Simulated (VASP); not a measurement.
# Ba (I4/mmm) in VASP: single point with PBE

Aim: the single point of Ba with PBE.

Everything below comes from runs of VASP 6.6.1. Logs are shortened: lines on timing, memory, paths and dates and some standing lists are left out, and cuts for length are marked.

## Step 1: The cell of the first run

The typed cell holds 1 atom: a = 4.454 Å, b = 4.454 Å, c = 4.454 Å, α = 120.00°, β = 120.00°, γ = 90.01°.

This isn't the form of Ba at room conditions, which is bcc.

## Step 2: Single point, PBE

The input, INCAR:

```
SYSTEM = Ba
ALGO = Fast
EDIFF = 1E-6
ENCUT = 520
GGA = PE
ISIF = 2
ISMEAR = 0
LASPH = .TRUE.
LCHARG = .TRUE.
LELF = .TRUE.
LREAL = .FALSE.
LVHAR = .TRUE.
LWAVE = .FALSE.
NBANDS = 11
NELM = 80
PREC = Accurate
SIGMA = 0.15
```

The input, KPOINTS:

```
k-points
0
G
  16 16 16
  0 0 0
```

The input, POSCAR:

```
Ba
1.0
   -2.2273589199      2.2273589199      3.1494855127
    2.2273589199     -2.2273589199      3.1494855127
    2.2273589199      2.2273589199     -3.1494855127
Ba
1
Direct
    0.0000000000      0.0000000000      0.0000000000
```

Potentials or basis: VASP PAW PBE potentials, release 64 (Ba_sv).

Run with:

```console
cat potpaw_PBE.64/Ba_sv/POTCAR > POTCAR
mpirun -np 1 vasp_std > vasp.out
```

OUTCAR:

```text
SYSTEM = Ba
   EDIFF = 1E-6
   ENCUT = 520
   GGA = PE
   ISIF = 2
   ISMEAR = 0
   LASPH = .TRUE.
   LREAL = .FALSE.
   NELM = 80
   PREC = Accurate

 ion  position               nearest neighbor table
   1  0.000  0.000  0.000-

  LATTYP: Found a body centered tetragonal cell.
 ALAT       =     4.4547178398
 C/A-ratio  =     1.4140000000

  Lattice vectors:

 A1 = (  -2.2273589199,   2.2273589199,   3.1494855127)
 A2 = (   2.2273589199,  -2.2273589199,   3.1494855127)
 A3 = (   2.2273589199,   2.2273589199,  -3.1494855127)

Analysis of symmetry for initial positions (statically):
=====================================================================
 Subroutine PRICEL returns:
 Original cell was already a primitive cell.

 Routine SETGRP: Setting up the symmetry group for a
 body centered tetragonal supercell.

 Subroutine GETGRP returns: Found 16 space group operations
 (whereof 16 operations were pure point group operations)
 out of a pool of 16 trial point group operations.

The static configuration has the point symmetry D_4h.

Analysis of symmetry for dynamics (positions and initial velocities):
=====================================================================
 Subroutine PRICEL returns:
 Original cell was already a primitive cell.

 Routine SETGRP: Setting up the symmetry group for a
 body centered tetragonal supercell.

 Subroutine GETGRP returns: Found 16 space group operations
 (whereof 16 operations were pure point group operations)
 out of a pool of 16 trial point group operations.

The dynamic configuration has the point symmetry D_4h.

 Subroutine INISYM returns: Found 16 space group operations
 (whereof 16 operations are pure point group operations),
 and found     1 'primitive' translations

----------------------------------------------------------------------------------------

                                     Primitive cell

  volume of cell :      62.5000

  direct lattice vectors                    reciprocal lattice vectors
    -2.227358920  2.227358920  3.149485513     0.000000000  0.224481109  0.158756088
     2.227358920 -2.227358920  3.149485513     0.224481109  0.000000000  0.158756088
     2.227358920  2.227358920 -3.149485513     0.224481109  0.224481109  0.000000000

  length of vectors
     4.454381496  4.454381496  4.454381496     0.274945929  0.274945929  0.317464229

  position of ions in fractional coordinates (direct lattice)
     0.000000000  0.000000000  0.000000000

  ion indices of the primitive-cell ions
   primitive index   ion index
                 1           1

----------------------------------------------------------------------------------------

 KPOINTS: k-points

Automatic generation of k-mesh.
 Grid dimensions read from file:
 generate k-points for:   16   16   16

 Generating k-lattice:

  Cartesian coordinates                     Fractional coordinates (reciprocal lattice)
     0.000000000  0.014030069  0.009922256     0.062500000  0.000000000  0.000000000
     0.014030069  0.000000000  0.009922256     0.000000000  0.062500000  0.000000000
     0.014030069  0.014030069  0.000000000     0.000000000  0.000000000  0.062500000

  Length of vectors
     0.017184121  0.017184121  0.019841514

  Shift w.r.t. Gamma in fractional coordinates (k-lattice)
     0.000000000  0.000000000  0.000000000

 Subroutine IBZKPT returns following result:
 ===========================================

 Found    349 irreducible k-points:

 Following reciprocal coordinates:
            Coordinates               Weight
  0.000000  0.000000  0.000000      1.000000
  0.062500  0.000000  0.000000      8.000000
  0.125000  0.000000  0.000000      8.000000
  0.187500 -0.000000  0.000000      8.000000
  0.250000  0.000000  0.000000      8.000000
  0.312500 -0.000000  0.000000      8.000000
[... 16 lines left out ...]
 -0.125000  0.062500  0.000000     16.000000
 -0.062500  0.062500  0.000000      4.000000
 [... further k-points ...]
   k-points           NKPTS =    349   k-points in BZ     NKDIM =    349   number of bands    NBANDS=     11
   number of dos      NEDOS =    301   number of ions     NIONS =      1
   total plane-waves  NPLWV =  46656
   dimension x,y,z NGX =    36 NGY =   36 NGZ =   36
   dimension x,y,z NGXF=    72 NGYF=   72 NGZF=   72
   ions per type =               1
   NGX,Y,Z   is equivalent  to a cutoff of  13.44, 13.44, 13.44 a.u.
   NGXF,Y,Z  is equivalent  to a cutoff of  26.87, 26.87, 26.87 a.u.
 SYSTEM =  Ba
   PREC   = accura    normal or accurate (medium, high low for compatibility)
   ISTART =      0    job   : 0-new  1-cont  2-samecut
   ICHARG =      2    charge: 1-file 2-atom 10-const
   ISPIN  =      1    spin polarized calculation?
   LNONCOLLINEAR =      F non collinear calculations
   LSORBIT =      F    spin-orbit coupling
   LASPH  =      T    aspherical Exc in radial PAW
   ENCUT  =  520.0 eV  38.22 Ry    6.18 a.u.   8.28  8.28  8.28*2*pi/ulx,y,z
   NELM   =     80;   NELMIN=  2; NELMDL= -5     # of ELM steps
   EDIFF  = 0.1E-05   stopping-criterion for ELM
   LREAL  =      F    real-space projection
   EDIFFG = 0.1E-04   stopping-criterion for IOM
   NSW    =      0    number of steps for IOM
   IBRION =     -1    ionic relax: 0-MD 1-quasi-New 2-CG
   NFREE  =      0    steps in history (QN), initial steepest desc. (CG)
   ISIF   =      2    stress and relaxation
   ISYM   =      2    0-nonsym 1-usesym 2-fastsym
   POTIM  = 0.5000    time-step for ionic-motion
   TEBEG  =    0.0;   TEEND  =   0.0 temperature during run
   PSTRESS=    0.0 pullay stress
   NELECT =      10.0000    total number of electrons
   NUPDOWN=      -1.0000    fix difference up-down
   EMIN   =  10.00;   EMAX   =-10.00  energy-range for DOS
   EFERMI =   0.00;   METHOD = LEGACY
   ISMEAR =     0;   SIGMA  =   0.15  broadening in eV -4-tet -1-fermi 0-gaus
   EFERMI_NEDOS =   21; number of points for ismear=-14 and -15
   IALGO  =     68    algorithm
   IMIX   =      4    mixing-type and parameters
     AMIX     =   0.40;   BMIX     =  1.00
     AMIX_MAG =   1.60;   BMIX_MAG =  1.00
  volume/ion in A,a.u.               =      62.50       421.77
  Fermi-wavevector in a.u.,A,eV,Ry     =   0.888754  1.679501 10.747016  0.789883
  Thomas-Fermi vector in A             =   2.010225
   LORBIT       =      0    0 simple, 1 ext, 2 COOP (PROOUT), +10 PAW based schemes
   GGA     = PE    functional components
   LHFCALC =     F    Hartree Fock is set to
   AEXX    =    0.0000 exact exchange contribution
   IVDW    =     0    specifies the selected vdW correction
   LEPSILON=     F    determine dielectric tensor
   LRPA    =     F    only Hartree local field effects (RPA)
 non-spin polarized calculation
 RMM-DIIS sequential band-by-band and
 Gauss-broadening in eV      SIGMA  =   0.15
  energy-cutoff  :      520.00
  volume of cell :       62.50
 maximum number of plane-waves:      1706
 NGX is ok and might be reduce to    36
   NGX = 17   NGY = 17   NGZ = 17

 number of electron      10.0000000 magnetization

 number of electron       9.9999999 magnetization

 Free energy of the ion-electron system (eV)
  ---------------------------------------------------
  ext. energy  EPLUGINS =         0.00000000
  ---------------------------------------------------
  free energy    TOTEN  =        -1.89853064 eV

  energy without entropy =       -1.87975175  energy(sigma->0) =       -1.88914120

 E-fermi :   1.7200     XC(G=0):  -7.4329

 val. band max:        1.7197641494   @ k =  -0.3750   0.3750   0.0000
 cond. band min:       1.7230505070   @ k =  -0.3125   0.3125   0.3125
 fundamental gap:      0.0032863576
 Fermi energy:         1.7199964062

 k-point     1 :       0.0000    0.0000    0.0000
  band No.  band energies     occupation
      1     -27.1754      2.00000
      2     -12.1257      2.00000
      3     -12.1257      2.00000
      4     -12.1257      2.00000
      5      -1.0840      2.00000
      6       3.4892      0.00000
      7       3.4892      0.00000
      8       3.4900      0.00000
      9       5.0684      0.00000
     10       5.0698      0.00000
     11       7.7246      0.00000

 k-point     2 :       0.0625    0.0000    0.0000
  band No.  band energies     occupation
      1     -27.1738      2.00000
      2     -12.1450      2.00000
      3     -12.1281      2.00000
      4     -12.1281      2.00000
      5      -1.0136      2.00000
      6       3.3995      0.00000
      7       3.5240      0.00000
      8       3.5246      0.00000
      9       5.0188      0.00000
     10       5.0201      0.00000
     11       7.9009      0.00000

 k-point     3 :       0.1250    0.0000    0.0000
  band No.  band energies     occupation
      1     -27.1693      2.00000
      2     -12.1994      2.00000
      3     -12.1350      2.00000
      4     -12.1349      2.00000
      5      -0.8100      2.00000
      6       3.1782      0.00000
      7       3.6103      0.00000
      8       3.6109      0.00000
      9       4.9142      0.00000
     10       4.9154      0.00000
     11       8.3164      0.00000

 k-point     4 :       0.1875   -0.0000    0.0000
  band No.  band energies     occupation
      1     -27.1626      2.00000
      2     -12.2790      2.00000
      3     -12.1451      2.00000
      4     -12.1451      2.00000
      5      -0.4978      2.00000
      6       2.9197      0.00000
      7       3.6842      0.00000
      8       3.6850      0.00000
      9       4.8711      0.00000
     10       4.8719      0.00000
     11       8.2787      0.00000

 k-point     5 :       0.2500    0.0000    0.0000
  band No.  band energies     occupation
      1     -27.1547      2.00000
      2     -12.3704      2.00000
      3     -12.1571      2.00000
      4     -12.1570      2.00000
      5      -0.1207      2.00000
      6       2.7041      0.00000
      7       3.6648      0.00000
      8       3.6657      0.00000
      9       5.0108      0.00000
     10       5.0112      0.00000
     11       7.8810      0.00000
[... 211 lines left out ...]
 k-point    21 :      -0.2500    0.0625    0.0000
  band No.  band energies     occupation
      1     -27.1563      2.00000
      2     -12.3419      2.00000
      3     -12.1647      2.00000
      4     -12.1551      2.00000
      5      -0.1940      2.00000
      6       2.7183      0.00000
      7       3.6487      0.00000
      8       3.7333      0.00000
      9       4.6756      0.00000
     10       5.2119      0.00000
     11       8.1828      0.00000

 k-point    22 :      -0.1875    0.0625    0.0000
  band No.  band energies     occupation
      1     -27.1638      2.00000
      2     -12.2555      2.00000
      3     -12.1522      2.00000
      4     -12.1440      2.00000
      5      -0.5535      2.00000
      6       2.9404      0.00000
      7       3.6897      0.00000
      8       3.7124      0.00000
      9       4.5854      0.00000
     10       5.1012      0.00000
     11       8.5565      0.00000

 k-point    23 :      -0.1250    0.0625    0.0000
  band No.  band energies     occupation
      1     -27.1698      2.00000
      2     -12.1851      2.00000
      3     -12.1408      2.00000
      4     -12.1367      2.00000
      5      -0.8307      2.00000
      6       3.1777      0.00000
      7       3.6193      0.00000
      8       3.6246      0.00000
      9       4.7122      0.00000
     10       5.1059      0.00000
     11       8.3231      0.00000

 k-point    24 :      -0.0625    0.0625    0.0000
  band No.  band energies     occupation
      1     -27.1733      2.00000
      2     -12.1447      2.00000
      3     -12.1323      2.00000
      4     -12.1323      2.00000
      5      -0.9901      2.00000
      6       3.3565      0.00000
      7       3.5446      0.00000
      8       3.5454      0.00000
      9       4.8958      0.00000
     10       5.1059      0.00000
     11       7.9612      0.00000

 [... further k-points ...]

------------------------ aborting loop because EDIFF is reached ----------------------------------------

  FORCE on cell =-STRESS in cart. coord.  units (eV):
  Direction    XX          YY          ZZ          XY          YZ          ZX
  --------------------------------------------------------------------------------------
  -------------------------------------------------------------------------------------
  Total        0.1010076      0.1010076      0.1011122      0.0000000      0.0000000      0.0000000
  in kB        2.5893128      2.5893128      2.5919950      0.0000000      0.0000000      0.0000000
  external PRESSURE =       2.5902069 kB  Pullay stress =       0.0000000 kB

 VOLUME and BASIS-vectors are now :
 -----------------------------------------------------------------------------
  energy-cutoff  :      520.00
  volume of cell :       62.50
      direct lattice vectors                 reciprocal lattice vectors
    -2.227358920  2.227358920  3.149485513     0.000000000  0.224481109  0.158756088
     2.227358920 -2.227358920  3.149485513     0.224481109  0.000000000  0.158756088
     2.227358920  2.227358920 -3.149485513     0.224481109  0.224481109  0.000000000

 POSITION                                       TOTAL-FORCE (eV/Angst)
 -----------------------------------------------------------------------------------
      0.00000      0.00000      0.00000         0.000000      0.000000      0.000000
 -----------------------------------------------------------------------------------
    total drift:                               -0.000000      0.000000      0.000000

  FREE ENERGIE OF THE ION-ELECTRON SYSTEM (eV)
  ---------------------------------------------------
  free  energy   TOTEN  =        -1.8985306426 eV

  energy  without entropy=       -1.8797517525  energy(sigma->0) =       -1.88914120
```

Run time: 2.1 min. Hardware: 1 thread of Intel Xeon Platinum 8488C (Sapphire Rapids), shared host; peak memory 0.39 GiB.

Results:

```
Free energy            : -1.8985 eV
Pressure               : 0.3 GPa
Band gap on the k mesh : zero (bands 5 and 6 overlap by 0.26 eV)
```

Caveat: spin-orbit coupling is left out, which moves the levels of the heavy elements.
